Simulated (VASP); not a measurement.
# LiF (Pm-3m) in VASP: a series of runs

The runs below take LiF through single point, relaxation of cell and atoms, with HSE06.

All numbers are computed with VASP 6.6.1; they aren't measurements. Logs are shortened: lines on timing, memory, paths and dates and some standing lists are left out, and cuts for length are marked.

## Step 1: The cell of the first run

Symmetry: Pm-3m, No. 221, cubic system. The conventional cell has a = 2.525 Å, b = 2.525 Å, c = 2.525 Å, α = 90.00°, β = 90.00°, γ = 90.00°. Li (site symmetry m-3m) has 8 F at 2.19 Å and 6 Li at 2.52 Å within 2.9 Å. Within 2.9 Å of F (site symmetry m-3m) lie 8 Li at 2.19 Å and 6 F at 2.52 Å.

## Step 2: Single point, HSE06

Input file POSCAR:

```
LiF
1.0
    2.5249761380      0.0000000000      0.0000000000
    0.0000000000      2.5249761380      0.0000000000
    0.0000000000      0.0000000000      2.5249761380
Li F
1 1
Direct
    0.0000000000      0.0000000000      0.0000000000
    0.5000000000      0.5000000000      0.5000000000
```

Input file INCAR.step1:

```
SYSTEM = LiF
  PREC = Accurate
  ENCUT = 520
  EDIFF = 1E-5
  ISMEAR = -1
  SIGMA = 0.02
  LREAL = .FALSE.
  LASPH = .TRUE.
  NELM = 60
  ALGO = Normal
  ISIF = 2
  LWAVE = .TRUE.
  LCHARG = .FALSE.
  NBANDS = 12
  GGA = PE
```

Input file INCAR.step2:

```
SYSTEM = LiF
  PREC = Accurate
  ENCUT = 520
  EDIFF = 1E-6
  ISMEAR = -1
  SIGMA = 0.02
  LREAL = .FALSE.
  LASPH = .TRUE.
  NELM = 60
  ALGO = Normal
  ISIF = 2
  LWAVE = .FALSE.
  LCHARG = .FALSE.
  GGA = PE
  LHFCALC = .TRUE.
  HFSCREEN = 0.2079
  PRECFOCK = Normal
  NBANDS = 12
  ISTART = 1
```

Input file KPOINTS:

```
regular mesh
0
G
  6 6 6
  0 0 0
```

Potentials or basis: VASP PAW PBE potentials, release 64 (Li_sv, F).

Started as:

```bash
cat potpaw_PBE.64/Li_sv/POTCAR potpaw_PBE.64/F/POTCAR > POTCAR
cp INCAR.step1 INCAR
mpirun -np 1 vasp_std > vasp.out
cp INCAR.step2 INCAR
mpirun -np 1 vasp_std > vasp.out
```

OUTCAR:

```text
SYSTEM = LiF
   PREC = Accurate
   ENCUT = 520
   EDIFF = 1E-6
   ISMEAR = -1
   LREAL = .FALSE.
   LASPH = .TRUE.
   NELM = 60
   ISIF = 2
   GGA = PE
   LHFCALC = .TRUE.
   HFSCREEN = 0.2079
   PRECFOCK = Normal
   ISTART = 1

 ion  position               nearest neighbor table
   1  0.000  0.000  0.000-   2 2.19   2 2.19   2 2.19   2 2.19   2 2.19   2 2.19   2 2.19   2 2.19

   2  0.500  0.500  0.500-   1 2.19   1 2.19   1 2.19   1 2.19   1 2.19   1 2.19   1 2.19   1 2.19

  LATTYP: Found a simple cubic cell.
 ALAT       =     2.5249761380

  Lattice vectors:

 A1 = (   2.5249761380,   0.0000000000,   0.0000000000)
 A2 = (   0.0000000000,   2.5249761380,   0.0000000000)
 A3 = (   0.0000000000,   0.0000000000,   2.5249761380)

Analysis of symmetry for initial positions (statically):
=====================================================================
 Subroutine PRICEL returns:
 Original cell was already a primitive cell.

 Routine SETGRP: Setting up the symmetry group for a
 simple cubic supercell.

 Subroutine GETGRP returns: Found 48 space group operations
 (whereof 48 operations were pure point group operations)
 out of a pool of 48 trial point group operations.

The static configuration has the point symmetry O_h .

Analysis of symmetry for dynamics (positions and initial velocities):
=====================================================================
 Subroutine PRICEL returns:
 Original cell was already a primitive cell.

 Routine SETGRP: Setting up the symmetry group for a
 simple cubic supercell.

 Subroutine GETGRP returns: Found 48 space group operations
 (whereof 48 operations were pure point group operations)
 out of a pool of 48 trial point group operations.

The dynamic configuration has the point symmetry O_h .

 Subroutine INISYM returns: Found 48 space group operations
 (whereof 48 operations are pure point group operations),
 and found     1 'primitive' translations

----------------------------------------------------------------------------------------

                                     Primitive cell

  volume of cell :      16.0980

  direct lattice vectors                    reciprocal lattice vectors
     2.524976138  0.000000000  0.000000000     0.396043347  0.000000000  0.000000000
     0.000000000  2.524976138  0.000000000     0.000000000  0.396043347  0.000000000
     0.000000000  0.000000000  2.524976138     0.000000000  0.000000000  0.396043347

  length of vectors
     2.524976138  2.524976138  2.524976138     0.396043347  0.396043347  0.396043347

  position of ions in fractional coordinates (direct lattice)
     0.000000000  0.000000000  0.000000000
     0.500000000  0.500000000  0.500000000

  ion indices of the primitive-cell ions
   primitive index   ion index
                 1           1
                 2           2

----------------------------------------------------------------------------------------

 KPOINTS: regular mesh

Automatic generation of k-mesh.
 Grid dimensions read from file:
 generate k-points for:    6    6    6

 Generating k-lattice:

  Cartesian coordinates                     Fractional coordinates (reciprocal lattice)
     0.066007224  0.000000000  0.000000000     0.166666667  0.000000000  0.000000000
     0.000000000  0.066007224  0.000000000     0.000000000  0.166666667  0.000000000
     0.000000000  0.000000000  0.066007224     0.000000000  0.000000000  0.166666667

  Length of vectors
     0.066007224  0.066007224  0.066007224

  Shift w.r.t. Gamma in fractional coordinates (k-lattice)
     0.000000000  0.000000000  0.000000000

 Subroutine IBZKPT returns following result:
 ===========================================

 Found     20 irreducible k-points:

 Following reciprocal coordinates:
            Coordinates               Weight
  0.000000  0.000000  0.000000      1.000000
  0.166667  0.000000  0.000000      6.000000
  0.333333  0.000000  0.000000      6.000000
  0.500000  0.000000  0.000000      3.000000
  0.166667  0.166667  0.000000     12.000000
  0.333333  0.166667  0.000000     24.000000
[... 12 lines left out ...]
  0.500000  0.500000  0.333333      6.000000
  0.500000  0.500000  0.500000      1.000000
   k-points           NKPTS =     20   k-points in BZ     NKDIM =    216   number of bands    NBANDS=     12
   number of dos      NEDOS =    301   number of ions     NIONS =      2
   total plane-waves  NPLWV =   8000
   dimension x,y,z NGX =    20 NGY =   20 NGZ =   20
   dimension x,y,z NGXF=    40 NGYF=   40 NGZF=   40
   ions per type =               1   1
   NGX,Y,Z   is equivalent  to a cutoff of  13.17, 13.17, 13.17 a.u.
   NGXF,Y,Z  is equivalent  to a cutoff of  26.34, 26.34, 26.34 a.u.
 SYSTEM =  LiF
   PREC   = accura    normal or accurate (medium, high low for compatibility)
   ISTART =      1    job   : 0-new  1-cont  2-samecut
   ICHARG =      0    charge: 1-file 2-atom 10-const
   ISPIN  =      1    spin polarized calculation?
   LNONCOLLINEAR =      F non collinear calculations
   LSORBIT =      F    spin-orbit coupling
   LASPH  =      T    aspherical Exc in radial PAW
   ENCUT  =  520.0 eV  38.22 Ry    6.18 a.u.   4.69  4.69  4.69*2*pi/ulx,y,z
   NELM   =     60;   NELMIN=  2; NELMDL=  0     # of ELM steps
   EDIFF  = 0.1E-05   stopping-criterion for ELM
   LREAL  =      F    real-space projection
   EDIFFG = 0.1E-04   stopping-criterion for IOM
   NSW    =      0    number of steps for IOM
   IBRION =     -1    ionic relax: 0-MD 1-quasi-New 2-CG
   NFREE  =      0    steps in history (QN), initial steepest desc. (CG)
   ISIF   =      2    stress and relaxation
   ISYM   =      3    0-nonsym 1-usesym 2-fastsym
   POTIM  = 0.5000    time-step for ionic-motion
   TEBEG  =    0.0;   TEEND  =   0.0 temperature during run
   PSTRESS=    0.0 pullay stress
   NELECT =      10.0000    total number of electrons
   NUPDOWN=      -1.0000    fix difference up-down
   EMIN   =  10.00;   EMAX   =-10.00  energy-range for DOS
   EFERMI =   0.00;   METHOD = LEGACY
   ISMEAR =    -1;   SIGMA  =   0.02  broadening in eV -4-tet -1-fermi 0-gaus
   EFERMI_NEDOS =   21; number of points for ismear=-14 and -15
   IALGO  =     38    algorithm
   IMIX   =      1    mixing-type and parameters
     AMIX     =   0.40;   BMIX     =  1.00
     AMIX_MAG =   1.60;   BMIX_MAG =  1.00
  volume/ion in A,a.u.               =       8.05        54.32
  Fermi-wavevector in a.u.,A,eV,Ry     =   1.396854  2.639671 26.547687  1.951200
  Thomas-Fermi vector in A             =   2.520167
   LORBIT       =      0    0 simple, 1 ext, 2 COOP (PROOUT), +10 PAW based schemes
   GGA     = PE    functional components
   LHFCALC =     T    Hartree Fock is set to
   PRECFOCK=normal    Normal, Fast or Accurate (Low or Medium for compatibility)
   ENCUT4O =  -1.0   cutoff for four orbital integrals eV
   NKREDX  =     1    reduce k-point grid by
   NKREDY  =     1    reduce k-point grid by
   NKREDZ  =     1    reduce k-point grid by
   AEXX    =    0.2500 exact exchange contribution
   HFSCREEN=    0.2079 screening length (either q_TF or 0.3 A-1)
   HFSCREENC=   0.2079 screening length for correlation (either q_TF or 0.3 A-1)
   ENCUTFOCK=  -1.0 apply spherical cutoff to Coloumb kernel
   IVDW    =     0    specifies the selected vdW correction
   LEPSILON=     F    determine dielectric tensor
   LRPA    =     F    only Hartree local field effects (RPA)
 non-spin polarized calculation
  energy-cutoff  :      520.00
  volume of cell :       16.10
 maximum number of plane-waves:       461
 NGX is ok and might be reduce to    20
  NGX = 16; NGY = 16; NGZ = 16

 number of electron      10.0000024 magnetization

 Free energy of the ion-electron system (eV)
  ---------------------------------------------------
  ext. energy  EPLUGINS =         0.00000000
  ---------------------------------------------------
  free energy    TOTEN  =       -10.76096032 eV

  energy without entropy =      -10.76096032  energy(sigma->0) =      -10.76096032

 E-fermi :  -0.8454     XC(G=0):  -8.2803

 val. band max:       -1.2612210639   @ k =   0.5000   0.5000   0.0000
 cond. band min:       8.8127496147   @ k =   0.0000   0.0000   0.0000
 fundamental gap:     10.0739706787
 Fermi energy:        -0.8453623346

 k-point     1 :       0.0000    0.0000    0.0000
  band No.  band energies     occupation
      1     -46.2409      2.00000
      2     -23.8903      2.00000
      3      -2.0101      2.00000
      4      -2.0101      2.00000
      5      -2.0101      2.00000
      6       8.8127      0.00000
      7      20.1406      0.00000
      8      20.1406      0.00000
      9      22.7210      0.00000
     10      22.7210      0.00000
     11      22.7210      0.00000
     12      40.6474      0.00000

 k-point     2 :       0.1667    0.0000    0.0000
  band No.  band energies     occupation
      1     -46.2272      2.00000
      2     -23.7671      2.00000
      3      -2.9729      2.00000
      4      -1.9041      2.00000
      5      -1.9041      2.00000
      6       9.4107      0.00000
      7      17.7967      0.00000
      8      20.8062      0.00000
      9      22.5497      0.00000
     10      22.5497      0.00000
     11      26.7884      0.00000
     12      36.7156      0.00000

 k-point     3 :       0.3333    0.0000    0.0000
  band No.  band energies     occupation
      1     -46.2002      2.00000
      2     -23.5084      2.00000
      3      -4.6054      2.00000
      4      -1.6853      2.00000
      5      -1.6853      2.00000
      6      10.1571      0.00000
      7      16.1559      0.00000
      8      22.1217      0.00000
      9      22.1217      0.00000
     10      22.7957      0.00000
     11      30.7973      0.00000
     12      33.3840      0.00000

 k-point     4 :       0.5000    0.0000    0.0000
  band No.  band energies     occupation
      1     -46.1866      2.00000
      2     -23.3712      2.00000
      3      -5.3283      2.00000
      4      -1.5723      2.00000
      5      -1.5723      2.00000
      6      10.3419      0.00000
      7      15.7575      0.00000
      8      21.8684      0.00000
      9      21.8684      0.00000
     10      25.7210      0.00000
     11      26.5613      0.00000
     12      35.0419      0.00000

 k-point     5 :       0.1667    0.1667    0.0000
  band No.  band energies     occupation
      1     -46.2142      2.00000
      2     -23.6399      2.00000
      3      -2.9200      2.00000
      4      -2.8064      2.00000
      5      -1.8052      2.00000
      6      10.1133      0.00000
      7      17.4255      0.00000
      8      18.8166      0.00000
      9      22.5741      0.00000
     10      25.0820      0.00000
     11      28.3254      0.00000
     12      33.1275      0.00000
[... 168 lines left out ...]
      1     -46.1331      2.00000
      2     -22.6923      2.00000
      3      -3.9347      2.00000
      4      -3.5396      2.00000
      5      -3.5396      2.00000
      6      13.2749      0.00000
      7      14.1034      0.00000
      8      14.1034      0.00000
      9      24.0392      0.00000
     10      26.6817      0.00000
     11      26.6817      0.00000
     12      28.8848      0.00000

 k-point    18 :       0.5000    0.3333    0.3333
  band No.  band energies     occupation
      1     -46.1225      2.00000
      2     -22.5514      2.00000
      3      -4.3270      2.00000
      4      -3.6300      2.00000
      5      -3.2865      2.00000
      6      13.3128      0.00000
      7      13.4210      0.00000
      8      13.5005      0.00000
      9      25.4093      0.00000
     10      25.7301      0.00000
     11      26.0501      0.00000
     12      28.6839      0.00000

 k-point    19 :       0.5000    0.5000    0.3333
  band No.  band energies     occupation
      1     -46.1125      2.00000
      2     -22.4155      2.00000
      3      -4.0852      2.00000
      4      -4.0852      2.00000
      5      -3.2096      2.00000
      6      12.7197      0.00000
      7      12.9718      0.00000
      8      12.9718      0.00000
      9      24.9792      0.00000
     10      26.8495      0.00000
     11      26.8495      0.00000
     12      27.2725      0.00000

 k-point    20 :       0.5000    0.5000    0.5000
  band No.  band energies     occupation
      1     -46.1028      2.00000
      2     -22.2870      2.00000
      3      -3.7931      2.00000
      4      -3.7931      2.00000
      5      -3.7931      2.00000
      6      12.2033      0.00000
      7      12.2033      0.00000
      8      12.2033      0.00000
      9      26.3760      0.00000
     10      26.3760      0.00000
     11      26.3760      0.00000
     12      27.6835      0.00000

------------------------ aborting loop because EDIFF is reached ----------------------------------------

  FORCE on cell =-STRESS in cart. coord.  units (eV):
  Direction    XX          YY          ZZ          XY          YZ          ZX
  --------------------------------------------------------------------------------------
  -------------------------------------------------------------------------------------
  Total       -0.0246166     -0.0246166     -0.0246166      0.0000000      0.0000000      0.0000000
  in kB       -2.4500061     -2.4500061     -2.4500061      0.0000000      0.0000000      0.0000000
  external PRESSURE =      -2.4500061 kB  Pullay stress =       0.0000000 kB

 VOLUME and BASIS-vectors are now :
 -----------------------------------------------------------------------------
  energy-cutoff  :      520.00
  volume of cell :       16.10
      direct lattice vectors                 reciprocal lattice vectors
     2.524976138  0.000000000  0.000000000     0.396043347  0.000000000  0.000000000
     0.000000000  2.524976138  0.000000000     0.000000000  0.396043347  0.000000000
     0.000000000  0.000000000  2.524976138     0.000000000  0.000000000  0.396043347

 POSITION                                       TOTAL-FORCE (eV/Angst)
 -----------------------------------------------------------------------------------
      0.00000      0.00000      0.00000         0.000000      0.000000      0.000000
      1.26249      1.26249      1.26249         0.000000      0.000000      0.000000
 -----------------------------------------------------------------------------------
    total drift:                                0.000000      0.000000      0.000000

  FREE ENERGIE OF THE ION-ELECTRON SYSTEM (eV)
  ---------------------------------------------------
  free  energy   TOTEN  =       -10.7609603214 eV

  energy  without entropy=      -10.7609603214  energy(sigma->0) =      -10.76096032
```

It took 1.9 min on 1 thread of Intel Xeon 6975P-C (Granite Rapids), shared host; peak memory 0.22 GiB.

What came out:

```yaml
Free_energy: -10.7610 eV
Band_gap_on_the_k_mesh: 10.07 eV (least direct gap 10.82 eV)
```

Caveat: the cutoff is under 1.25 times the usual one of these potentials, so pressure, stress and relaxed cells hold a basis-set (Pulay) error; the structure was generated, so it needn't be the stable form of LiF; the PAW data sets were made with another functional, which shifts forces and pressure a little. A k mesh can miss the band edges.

(Part 1 of 2 ends here.)
